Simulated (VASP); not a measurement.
The system is Rb.

```
Rb
1.0
     0.00000    3.63989    3.63989
     3.63989    0.00000    3.63989
     3.63989    3.63989    0.00000
Rb
1
Direct
  0.00000 0.00000 0.00000
```

```yaml
Program: VASP 6.6.1
Task: relaxation of cell and atoms
Functional: BLYP
Dispersion: D3(BJ)
Potentials_or_basis: VASP PAW PBE potentials, release 64 (Rb_sv)
Cutoff: 600 eV
k_mesh: 7 × 7 × 7
Occupations: fermi-dirac, width 0.15 eV
Spin: no spin polarisation
```

At the start: pressure -0.4 GPa; volume 96.45 Å³/atom.

**Question.** How do energy, volume and symmetry change on relaxing?

**Answer.** Over 3 steps the energy falls by 22.2 meV/atom and the volume is 83.19 Å³/atom (-13.8 %); space group Fm-3m (No. 225, to 0.05 Å).

The path:
```
step  energy change (eV)  largest force (eV/Å)  pressure (GPa)  volume (Å³)
   1              0.0000                0.0000           -0.41        96.45
   2             -0.0082                0.0000           -0.35        93.01
   3             -0.0222                0.0000           -0.09        83.19
```

Final structure:
```yaml
crystal:
  lattice:
    - [0.00000, 3.46475, 3.46475]
    - [3.46475, 0.00000, 3.46475]
    - [3.46475, 3.46475, 0.00000]
  atoms:
    - { symbol: Rb, position: [0.00000, 0.00000, 0.00000] }
```

Caveat: the PAW data sets were made with another functional, which shifts forces and pressure a little; pairwise dispersion overbinds metals, which lowers pressure and volume.
